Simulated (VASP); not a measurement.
Wanted: the native input for a VASP 6.6.1 run.

* Task: single point
* Functional: r2SCAN
* Potentials or basis: VASP PAW PBE potentials, release 64 (Ti_sv, Si)
* Cutoff: 520 eV
* k mesh: 8 × 8 × 8
* Occupations: fermi-dirac, width 0.05 eV
* Spin: no spin polarisation
* Dipole correction: no
* Further INCAR settings: ALGO = Normal; EDIFF = 1e-07; NBANDS = 29

The system is TiSi2.

```
Ti Si
1.0
     1.76511   -6.75928    0.00000
     1.76511    6.75928    0.00000
     0.00000    0.00000    3.56517
Ti Si
2 4
Direct
  0.10312 0.89688 0.25000
  0.89688 0.10312 0.75000
  0.75031 0.24969 0.25000
  0.24969 0.75031 0.75000
  0.44175 0.55825 0.25000
  0.55825 0.44175 0.75000
```

One way to write it, as run:

POSCAR

```
TiSi2
1.0
    1.7651050250     -6.7592815350      0.0000000000
    1.7651050250      6.7592815350      0.0000000000
    0.0000000000      0.0000000000      3.5651739700
Ti Si
2 4
Direct
    0.1031180800      0.8968819200      0.2500000000
    0.8968819200      0.1031180800      0.7500000000
    0.7503148200      0.2496851800      0.2500000000
    0.2496851800      0.7503148200      0.7500000000
    0.4417485500      0.5582514500      0.2500000000
    0.5582514500      0.4417485500      0.7500000000
```

INCAR.step1

```
SYSTEM = TiSi2
PREC = Accurate
ENCUT = 520
ISMEAR = -1
SIGMA = 0.05
LREAL = .False.
LASPH = .True.
NELM = 60
NBANDS = 29
GGA = PE
ALGO = Normal
EDIFF = 1E-4
LWAVE = .True.
LCHARG = .False.
```

INCAR.step2

```
SYSTEM = TiSi2
PREC = Accurate
ENCUT = 520
EDIFF = 1E-7
ISMEAR = -1
SIGMA = 0.05
LREAL = .False.
LASPH = .True.
NELM = 60
ALGO = Normal
ISIF = 2
LWAVE = .False.
LCHARG = .True.
METAGGA = R2SCAN
LMIXTAU = .True.
LELF = .True.
LVHAR = .True.
NBANDS = 29
ISTART = 1
```

KPOINTS

```
regular mesh
0
Gamma
  8 8 8
  0 0 0
```

Potentials or basis: VASP PAW PBE potentials, release 64 (Ti_sv, Si).

Launch:

```console
$ cat potpaw_PBE.64/Ti_sv/POTCAR potpaw_PBE.64/Si/POTCAR > POTCAR
$ cp INCAR.step1 INCAR
$ mpirun -np 1 vasp_std > vasp.out
$ cp INCAR.step2 INCAR
$ mpirun -np 1 vasp_std > vasp.out
```

It gave:

```
Pressure               : 0.1 GPa
Largest force          : 0.017 eV/Å
Band gap on the k mesh : zero (band 20 reaches 11.08 eV, above the bottom of band 21 at 10.04 eV)
```

Caveat: the PAW data sets were made with another functional, which shifts forces and pressure a little.

Run time: 19 min on 1 thread of Intel(R) Xeon(R) Platinum 8559C (Emerald Rapids), on a shared host, peak memory 0.44 GiB.
